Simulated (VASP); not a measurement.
# In3GaAs4 in VASP: a series of runs

Runs on In3GaAs4. Level: PBE. Tasks: single point.

All numbers are computed with VASP 6.6.1; they aren't measurements. Logs are shortened: lines on timing, memory, paths and dates and some standing lists are left out, and cuts for length are marked.

## 1. The cell of the first run

It takes space group P-4m2 (No. 115, tetragonal). The conventional cell has a = 4.290 Å, b = 4.290 Å, c = 12.202 Å, α = 90.00°, β = 90.00°, γ = 90.00°. In (site symmetry 2mm) has 4 As at 2.66 to 2.67 Å within 3.5 Å. In (site symmetry -4m2) has 4 As at 2.66 Å within 3.5 Å. Within 3.4 Å of Ga (site symmetry -4m2) lie 4 As at 2.54 Å. As (site symmetry 2mm) has 2 Ga at 2.54 Å and 2 In at 2.67 Å within 3.4 Å. Within 3.5 Å of As (site symmetry 2mm) lie 4 In at 2.66 Å.

## 2. Single point, PBE

Contents of INCAR:

```
PREC = Accurate
ENCUT = 520
EDIFF = 1E-6
ISMEAR = 0
SIGMA = 0.1
LREAL = F
LASPH = T
NELM = 60
ALGO = Normal
ISIF = 2
LWAVE = F
LCHARG = F
GGA = PE
NBANDS = 46
```

Contents of KPOINTS:

```
regular mesh
0
Gamma
  4 4 2
```

Contents of POSCAR:

```
In3GaAs4
1.0
    4.2903590000      0.0000000000      0.0000000000
    0.0000000000      4.2903590000      0.0000000000
    0.0000000000      0.0000000000     12.2022170000
In Ga As
3 1 4
Direct
    0.0000000000      0.0000000000      0.7413300000
    0.0000000000      0.0000000000      0.2586700000
    0.5000000000      0.5000000000      0.0000000000
    0.5000000000      0.5000000000      0.5000000000
    0.5000000000      0.0000000000      0.3886860000
    0.0000000000      0.5000000000      0.1293790000
    0.5000000000      0.0000000000      0.8706210000
    0.0000000000      0.5000000000      0.6113140000
```

Potentials or basis: VASP PAW PBE potentials, release 64 (In_d, Ga_d, As).

Run with:

```sh
cat potpaw_PBE.64/In_d/POTCAR potpaw_PBE.64/Ga_d/POTCAR potpaw_PBE.64/As/POTCAR > POTCAR
mpirun -np 1 vasp_std > vasp.out
```

OUTCAR:

```text
PREC = Accurate
   ENCUT = 520
   EDIFF = 1E-6
   ISMEAR = 0
   LREAL = F
   LASPH = T
   NELM = 60
   ISIF = 2
   GGA = PE

 ion  position               nearest neighbor table
   1  0.000  0.000  0.741-   7 2.66   7 2.66   8 2.67   8 2.67
   2  0.000  0.000  0.259-   6 2.66   6 2.66   5 2.67   5 2.67
   3  0.500  0.500  0.000-   6 2.66   7 2.66   7 2.66   6 2.66
   4  0.500  0.500  0.500-   5 2.54   8 2.54   5 2.54   8 2.54
   5  0.500  0.000  0.389-   4 2.54   4 2.54   2 2.67   2 2.67
   6  0.000  0.500  0.129-   2 2.66   2 2.66   3 2.66   3 2.66
   7  0.500  0.000  0.871-   1 2.66   1 2.66   3 2.66   3 2.66
   8  0.000  0.500  0.611-   4 2.54   4 2.54   1 2.67   1 2.67

  LATTYP: Found a simple tetragonal cell.
 ALAT       =     4.2903590000
 C/A-ratio  =     2.8441016241

  Lattice vectors:

 A1 = (   4.2903590000,   0.0000000000,   0.0000000000)
 A2 = (   0.0000000000,   4.2903590000,   0.0000000000)
 A3 = (   0.0000000000,   0.0000000000,  12.2022170000)

Analysis of symmetry for initial positions (statically):
=====================================================================
 Subroutine PRICEL returns:
 Original cell was already a primitive cell.

 Routine SETGRP: Setting up the symmetry group for a
 simple tetragonal supercell.

 Subroutine GETGRP returns: Found  8 space group operations
 (whereof  8 operations were pure point group operations)
 out of a pool of 16 trial point group operations.

The static configuration has the point symmetry D_2d.

Analysis of symmetry for dynamics (positions and initial velocities):
=====================================================================
 Subroutine PRICEL returns:
 Original cell was already a primitive cell.

 Routine SETGRP: Setting up the symmetry group for a
 simple tetragonal supercell.

 Subroutine GETGRP returns: Found  8 space group operations
 (whereof  8 operations were pure point group operations)
 out of a pool of 16 trial point group operations.

The dynamic configuration has the point symmetry D_2d.

 Subroutine INISYM returns: Found  8 space group operations
 (whereof  8 operations are pure point group operations),
 and found     1 'primitive' translations

----------------------------------------------------------------------------------------

                                     Primitive cell
[... 93 lines left out ...]
   NSW    =      0    number of steps for IOM
   IBRION =     -1    ionic relax: 0-MD 1-quasi-New 2-CG
   NFREE  =      0    steps in history (QN), initial steepest desc. (CG)
   ISIF   =      2    stress and relaxation
   ISYM   =      2    0-nonsym 1-usesym 2-fastsym
   POTIM  = 0.5000    time-step for ionic-motion
   TEBEG  =    0.0;   TEEND  =   0.0 temperature during run
   PSTRESS=    0.0 pullay stress
   NELECT =      72.0000    total number of electrons
   NUPDOWN=      -1.0000    fix difference up-down
   EMIN   =  10.00;   EMAX   =-10.00  energy-range for DOS
   EFERMI =   0.00;   METHOD = LEGACY
   ISMEAR =     0;   SIGMA  =   0.10  broadening in eV -4-tet -1-fermi 0-gaus
   EFERMI_NEDOS =   21; number of points for ismear=-14 and -15
   IALGO  =     38    algorithm
   IMIX   =      4    mixing-type and parameters
     AMIX     =   0.40;   BMIX     =  1.00
     AMIX_MAG =   1.60;   BMIX_MAG =  1.00
  volume/ion in A,a.u.               =      28.08       189.47
  Fermi-wavevector in a.u.,A,eV,Ry     =   1.120410  2.117268 17.079647  1.255319
  Thomas-Fermi vector in A             =   2.257056
   LORBIT       =      0    0 simple, 1 ext, 2 COOP (PROOUT), +10 PAW based schemes
   GGA     = PE    functional components
   LHFCALC =     F    Hartree Fock is set to
   AEXX    =    0.0000 exact exchange contribution
   IVDW    =     0    specifies the selected vdW correction
   LEPSILON=     F    determine dielectric tensor
   LRPA    =     F    only Hartree local field effects (RPA)
 non-spin polarized calculation
 Gauss-broadening in eV      SIGMA  =   0.10
  energy-cutoff  :      520.00
  volume of cell :      224.61
 maximum number of plane-waves:      6128
 NGX is ok and might be reduce to    32
   NGX = 15   NGY = 15   NGZ = 45

 number of electron      72.0000032 magnetization

 Free energy of the ion-electron system (eV)
  ---------------------------------------------------
  ext. energy  EPLUGINS =         0.00000000
  ---------------------------------------------------
  free energy    TOTEN  =       -31.12743319 eV

  energy without entropy =      -31.12330998  energy(sigma->0) =      -31.12537158

 E-fermi :   3.8407     XC(G=0):  -8.9260

 val. band max:        3.8345486779   @ k =   0.0000   0.0000   0.0000
 cond. band min:       4.4169303050   @ k =   0.5000   0.0000   0.0000
 fundamental gap:      0.5823816270
 Fermi energy:         3.8406843110

 k-point     1 :       0.0000    0.0000    0.0000
  band No.  band energies     occupation
      1     -10.9771      2.00000
      2     -10.9390      2.00000
      3     -10.9390      2.00000
      4     -10.9175      2.00000
      5     -10.8720      2.00000
      6     -10.6183      2.00000
[... 577 lines left out ...]
     45      10.8779      0.00000
     46      10.8981      0.00000

------------------------ aborting loop because EDIFF is reached ----------------------------------------

  FORCE on cell =-STRESS in cart. coord.  units (eV):
  Direction    XX          YY          ZZ          XY          YZ          ZX
  --------------------------------------------------------------------------------------
  -------------------------------------------------------------------------------------
  Total        0.6782378      0.6782378     -0.2241455      0.0000000      0.0000000     -0.0000000
  in kB        4.8380075      4.8380075     -1.5988751      0.0000000      0.0000000     -0.0000000
  external PRESSURE =       2.6923800 kB  Pullay stress =       0.0000000 kB

 VOLUME and BASIS-vectors are now :
 -----------------------------------------------------------------------------
  energy-cutoff  :      520.00
  volume of cell :      224.61
      direct lattice vectors                 reciprocal lattice vectors
     4.290359000  0.000000000  0.000000000     0.233080728  0.000000000  0.000000000
     0.000000000  4.290359000  0.000000000     0.000000000  0.233080728  0.000000000
     0.000000000  0.000000000 12.202217000     0.000000000  0.000000000  0.081952321

 POSITION                                       TOTAL-FORCE (eV/Angst)
 -----------------------------------------------------------------------------------
      0.00000      0.00000      9.04587         0.000000      0.000000      0.010457
      0.00000      0.00000      3.15635         0.000000      0.000000     -0.010457
      2.14518      2.14518      0.00000         0.000000     -0.000000      0.000000
      2.14518      2.14518      6.10111         0.000000     -0.000000      0.000000
      2.14518      0.00000      4.74283         0.000000      0.000000      0.010200
      0.00000      2.14518      1.57871         0.000000      0.000000     -0.002374
      2.14518      0.00000     10.62351         0.000000      0.000000      0.002374
      0.00000      2.14518      7.45939        -0.000000      0.000000     -0.010200
 -----------------------------------------------------------------------------------
    total drift:                                0.000000     -0.000000      0.000000

  FREE ENERGIE OF THE ION-ELECTRON SYSTEM (eV)
  ---------------------------------------------------
  free  energy   TOTEN  =       -31.1274331891 eV

  energy  without entropy=      -31.1233099804  energy(sigma->0) =      -31.12537158
```

OSZICAR:

```text
N       E                     dE             d eps       ncg     rms          rms(c)
DAV:   1     0.681805830673E+03    0.68181E+03   -0.32250E+04  1126   0.183E+03
DAV:   2     0.723210238095E+02   -0.60948E+03   -0.59300E+03  1120   0.484E+02
DAV:   3    -0.258518766559E+02   -0.98173E+02   -0.95275E+02  1306   0.191E+02
DAV:   4    -0.318618721206E+02   -0.60100E+01   -0.59750E+01  1326   0.460E+01
DAV:   5    -0.320711443745E+02   -0.20927E+00   -0.20908E+00  1460   0.932E+00    0.874E+00
DAV:   6    -0.311867937474E+02    0.88435E+00   -0.16341E+00  1516   0.126E+01    0.435E+00
DAV:   7    -0.311248908164E+02    0.61903E-01   -0.89047E-01  1638   0.423E+00    0.122E+00
DAV:   8    -0.311265802851E+02   -0.16895E-02   -0.12957E-01  1496   0.323E+00    0.618E-01
DAV:   9    -0.311259817961E+02    0.59849E-03   -0.10999E-02  1524   0.113E+00    0.380E-01
DAV:  10    -0.311271447822E+02   -0.11630E-02   -0.33560E-03  1506   0.341E-01    0.104E-01
DAV:  11    -0.311274126734E+02   -0.26789E-03   -0.47854E-04  1358   0.152E-01    0.171E-02
DAV:  12    -0.311274295839E+02   -0.16910E-04   -0.58651E-05  1488   0.411E-02    0.181E-02
DAV:  13    -0.311274324718E+02   -0.28880E-05   -0.81120E-06  1184   0.167E-02    0.447E-03
DAV:  14    -0.311274331891E+02   -0.71721E-06   -0.59621E-07   792   0.633E-03
   1 F= -.31127433E+02 E0= -.31125372E+02  d E =-.412321E-02
```

stdout:

```text
POSCAR found type information on POSCAR InGaAs
 POSCAR found :  3 types and       8 ions
 scaLAPACK will be used
 LDA part: xc-table for (Slater+PW92), standard interpolation
 POSCAR, INCAR and KPOINTS ok, starting setup
 FFT: planning ... GRIDC
 FFT: planning ... GRID_SOFT
 FFT: planning ... GRID
 WAVECAR not read
 entering main loop
```

Wall time 59 s (1 thread of Intel Xeon 6975P-C (Granite Rapids), shared host); peak memory 0.36 GiB.

Results:

- Free energy: -31.1274 eV
- Pressure: 0.3 GPa
- Largest force: 0.010 eV/Å
- Band gap on the k mesh: zero (filled and empty bands touch)

Forces on the atoms (eV/Å):
```
In   0.000  0.000  0.010
In   0.000  0.000 -0.010
In   0.000  0.000  0.000
Ga   0.000  0.000  0.000
As   0.000  0.000  0.010
As   0.000  0.000 -0.002
As   0.000  0.000  0.002
As   0.000  0.000 -0.010
```

Levels at points of the mesh, in eV from the Fermi level:
```csv
k point,band 33,band 34,band 35,band 36,band 37,band 38,band 39,band 40
"(0.00, 0.00, 0.00)",-1.23,-0.50,-0.11,-0.01,-0.01,1.55,1.63,2.23
"(0.50, 0.00, 0.00)",-0.98,-0.89,-0.83,-0.81,0.58,0.87,2.19,2.67
"(0.50, 0.50, 0.00)",-2.30,-2.24,-2.24,-2.16,1.58,1.58,1.83,1.98
"(0.00, 0.00, 0.50)",-0.59,-0.59,-0.42,-0.42,1.24,1.40,1.81,1.81
"(0.50, 0.00, 0.50)",-1.44,-0.88,-0.83,-0.83,1.27,1.80,1.85,1.94
"(0.50, 0.50, 0.50)",-2.53,-2.47,-2.47,-2.44,2.43,2.43,2.52,2.52
```

Caveat: the k points lie up to 0.37 Å⁻¹ apart; semilocal functionals underestimate gaps, and a narrow one can read as zero; spin-orbit coupling is left out, which moves the levels of the heavy elements.

## 3. Single point, PBE

Contents of INCAR:

```
  PREC = Accurate
  ENCUT = 520
  EDIFF = 1E-6
  ISMEAR = 0
  SIGMA = 0.2
  LREAL = F
  LASPH = T
  NELM = 60
  ALGO = Normal
  ISIF = 2
  LWAVE = F
  LCHARG = F
  GGA = PE
  NBANDS = 46
```

Contents of KPOINTS:

```
regular mesh
0
Gamma
  6 6 2
```

POSCAR is that of step 2.

Potentials or basis: VASP PAW PBE potentials, release 64 (In_d, Ga_d, As).

Run with:

```sh
cat potpaw_PBE.64/In_d/POTCAR potpaw_PBE.64/Ga_d/POTCAR potpaw_PBE.64/As/POTCAR > POTCAR
mpirun -np 1 vasp_std > vasp.out
```

Run time: 1.7 min. Hardware: 1 thread of Intel Xeon 6975P-C (Granite Rapids), shared host; peak memory 0.4 GiB.

Results (log left out):

| Item | Value |
| --- | --- |
| Free energy | -31.2929 eV |
| Pressure | 0.1 GPa |
| Largest force | 0.010 eV/Å |
| Band gap on the k mesh | zero (filled and empty bands touch) |

Forces in eV/Å, atoms in the order of the input:
```
In   0.000  0.000  0.009
In   0.000  0.000 -0.009
In   0.000  0.000  0.000
Ga   0.000  0.000  0.000
As   0.000  0.000 -0.010
As   0.000  0.000 -0.002
As   0.000  0.000  0.002
As   0.000  0.000  0.010
```

Stress tensor (GPa, compression positive):
```
0.15 0.00 0.00
0.00 0.15 0.00
0.00 0.00 0.03
```

Levels at points of the mesh, in eV from the Fermi level:
```csv
k point,band 32,band 33,band 34,band 35,band 36,band 37,band 38,band 39,band 40,band 41
"(0.00, 0.00, 0.00)",-1.31,-1.31,-0.58,-0.19,-0.09,-0.09,1.47,1.55,2.15,2.30
"(0.50, 0.00, 0.00)",-1.07,-1.06,-0.98,-0.91,-0.90,0.50,0.79,2.11,2.59,4.38
"(0.50, 0.50, 0.00)",-2.83,-2.38,-2.32,-2.32,-2.24,1.50,1.50,1.75,1.90,3.87
"(0.00, 0.00, 0.50)",-1.91,-0.67,-0.67,-0.50,-0.50,1.16,1.32,1.73,1.73,2.07
"(0.50, 0.00, 0.50)",-1.92,-1.53,-0.96,-0.91,-0.91,1.19,1.73,1.77,1.86,4.18
"(0.50, 0.50, 0.50)",-2.65,-2.62,-2.55,-2.55,-2.53,2.35,2.35,2.44,2.44,2.51
```

Caveat: semilocal functionals underestimate gaps, and a narrow one can read as zero; spin-orbit coupling is left out, which moves the levels of the heavy elements.

## 4. Single point, PBE

Contents of INCAR:

```
ALGO = Normal
EDIFF = 1E-7
ENCUT = 520
GGA = PE
ISIF = 2
ISMEAR = 0
LASPH = T
LCHARG = F
LREAL = F
LWAVE = F
NBANDS = 46
NELM = 80
PREC = Accurate
SIGMA = 0.2
```

Contents of KPOINTS:

```
k-points
0
Gamma
  6 6 2
```

Contents of POSCAR:

```
In3GaAs4
1.0
    4.2926040026      0.0007403768      0.0009644355
    0.0006603072      4.3006152583      0.0032678868
    0.0029018929      0.0097083997     12.1820155517
In Ga As
3 1 4
Direct
    0.0001339102     -0.0000844595      0.7415962158
    0.0002044319      0.0002028008      0.2582336509
    0.4997700078      0.4991486628     -0.0000671211
    0.5001495432      0.4997813808      0.4999401245
    0.5000641041      0.0001906060      0.3886917555
   -0.0002817679      0.5005676823      0.1292810592
    0.4999443322     -0.0002761486      0.8708411104
    0.0000154386      0.5004694754      0.6114832050
```

Run with:

```sh
cat potpaw_PBE.64/In_d/POTCAR potpaw_PBE.64/Ga_d/POTCAR potpaw_PBE.64/As/POTCAR > POTCAR
mpirun -np 1 vasp_std > vasp.out
```

Run time: 4.2 min. Hardware: 1 thread of Intel Xeon 6975P-C (Granite Rapids), shared host; peak memory 0.52 GiB.

The run converged. Its results:

```yaml
Free_energy: -31.2931 eV
Pressure: 0.0 GPa
Largest_force: 0.023 eV/Å
Band_gap_on_the_k_mesh: 0.01 eV
```

Forces on the atoms (eV/Å):
```
In  -0.002  0.005 -0.020
In  -0.001  0.002  0.022
In   0.001  0.006 -0.003
Ga  -0.002  0.005  0.003
As   0.001 -0.003 -0.023
As   0.000 -0.004 -0.001
As   0.001 -0.002  0.005
As   0.001 -0.009  0.018
```

Stress tensor (GPa, compression positive):
```
 0.11 -0.01 -0.01
-0.01 -0.02 -0.05
-0.01 -0.05  0.04
```

Levels at points of the mesh, in eV from the valence-band top:
```tsv
k point	band 34	band 35	band 36	band 37	band 38	band 39
(0.00, 0.00, 0.00)	-0.48	-0.08	0.00	0.01	1.57	1.65
(0.50, 0.00, 0.00)	-0.89	-0.83	-0.81	0.59	0.89	2.20
(0.00, 0.50, 0.00)	-0.87	-0.82	-0.80	0.60	0.90	2.22
(0.50, 0.50, 0.00)	-2.21	-2.21	-2.13	1.61	1.61	1.86
(0.00, 0.00, 0.50)	-0.57	-0.41	-0.40	1.26	1.41	1.82
(0.50, 0.00, 0.50)	-0.87	-0.84	-0.83	1.28	1.81	1.86
(0.00, 0.50, 0.50)	-0.86	-0.82	-0.82	1.30	1.83	1.88
(0.50, 0.50, 0.50)	-2.45	-2.45	-2.42	2.46	2.46	2.55
```

Caveat: the smearing spreads over this small gap; semilocal functionals underestimate gaps, and a narrow one can read as zero; spin-orbit coupling is left out, which moves the levels of the heavy elements.

## 5. Single point, PBE

Contents of INCAR:

```
ALGO = Normal ; EDIFF = 1E-7
ENCUT = 520 ; GGA = PE
ISIF = 2 ; ISMEAR = 0
LASPH = True ; LCHARG = True
LELF = True ; LREAL = False
LVHAR = True ; LWAVE = False
NBANDS = 46 ; NELM = 80
PREC = Accurate ; SIGMA = 0.1
```

Contents of KPOINTS:

```
k-points
0
Gamma
  10 10 4
```

Contents of POSCAR:

```
In3GaAs4
1.0
    4.2903590000      0.0000000000      0.0000000000
    0.0000000000      4.2903590000      0.0000000000
    0.0000000000      0.0000000000     12.2022170000
In Ga As
3 1 4
Direct
    0.0000000000      0.0000000000      0.7413300000
    0.0000000000      0.0000000000      0.2586700000
    0.5000000000      0.5000000000      0.0000000000
    0.5000000000      0.5000000000      0.5000000000
    0.5000000000      0.0000000000      0.3886860000
    0.0000000000      0.5000000000      0.1293790000
    0.5000000000      0.0000000000      0.8706210000
    0.0000000000      0.5000000000      0.6113140000
```

Run with:

```sh
cat potpaw_PBE.64/In_d/POTCAR potpaw_PBE.64/Ga_d/POTCAR potpaw_PBE.64/As/POTCAR > POTCAR
mpirun -np 1 vasp_std > vasp.out
```

It took 5.8 min on 1 thread of Intel Xeon 6975P-C (Granite Rapids), shared host; peak memory 0.67 GiB.

It converged, with:

| Quantity | Value |
| --- | --- |
| Free energy | -31.3148 eV |
| Pressure | 0.1 GPa |
| Largest force | 0.014 eV/Å |
| Band gap on the k mesh | zero (filled and empty bands touch) |

Forces in eV/Å, atoms in the order of the input:
```
In   0.000  0.000  0.008
In   0.000  0.000 -0.008
In   0.000  0.000  0.000
Ga   0.000  0.000  0.000
As   0.000  0.000 -0.014
As   0.000  0.000 -0.002
As   0.000  0.000  0.002
As   0.000  0.000  0.014
```

Levels at points of the mesh, in eV from the Fermi level:
| k point | band 32 | band 33 | band 34 | band 35 | band 36 | band 37 | band 38 | band 39 | band 40 | band 41 |
| --- | --- | --- | --- | --- | --- | --- | --- | --- | --- | --- |
| (0.00, 0.00, 0.00) | -1.27 | -1.27 | -0.54 | -0.15 | -0.05 | -0.05 | 1.51 | 1.59 | 2.19 | 2.34 |
| (0.50, 0.00, 0.00) | -1.03 | -1.02 | -0.94 | -0.87 | -0.86 | 0.54 | 0.84 | 2.16 | 2.64 | 4.42 |
| (0.50, 0.50, 0.00) | -2.79 | -2.34 | -2.28 | -2.28 | -2.20 | 1.54 | 1.54 | 1.79 | 1.94 | 3.91 |
| (0.00, 0.00, 0.50) | -1.87 | -0.63 | -0.63 | -0.46 | -0.46 | 1.20 | 1.36 | 1.77 | 1.77 | 2.11 |
| (0.50, 0.00, 0.50) | -1.88 | -1.49 | -0.92 | -0.87 | -0.87 | 1.23 | 1.77 | 1.81 | 1.90 | 4.22 |
| (0.50, 0.50, 0.50) | -2.61 | -2.57 | -2.51 | -2.51 | -2.49 | 2.40 | 2.40 | 2.48 | 2.48 | 2.55 |

Caveat: semilocal functionals underestimate gaps, and a narrow one can read as zero; spin-orbit coupling is left out, which moves the levels of the heavy elements.

## 6. Overview

```csv
cell,k mesh,smearing,gap on the mesh (eV),pressure (GPa),largest force (eV/Å)
"a = 4.290, b = 4.290, c = 12.202 Å, 8 atoms, atomic positions A",4 × 4 × 2,gaussian 0.1 eV,none,0.3,0.01
"a = 4.290, b = 4.290, c = 12.202 Å, 8 atoms, atomic positions A",6 × 6 × 2,gaussian 0.2 eV,none,0.1,0.01
"a = 4.293, b = 4.301, c = 12.182 Å, angles 89.9, 90.0, 90.0°, 8 atoms, atomic positions B",6 × 6 × 2,gaussian 0.2 eV,0.01,0.0,0.02
"a = 4.290, b = 4.290, c = 12.202 Å, 8 atoms, atomic positions A",10 × 10 × 4,gaussian 0.1 eV,none,0.1,0.01
```

Alike in all rows: task single point; level PBE; potentials or basis VASP PAW PBE potentials, release 64 (In_d, Ga_d, As); no spin polarisation; cutoff (eV) 520.

Caveats: some runs use coarse meshes; semilocal functionals underestimate gaps, and a narrow one can read as zero; spin-orbit coupling is left out, which moves the levels of the heavy elements; the smearing spreads over this small gap (at least some runs).

Absolute energies hang on the potentials; compare differences alone.

The gap in the log of VASP goes by the Fermi energy; the results here count the filled bands.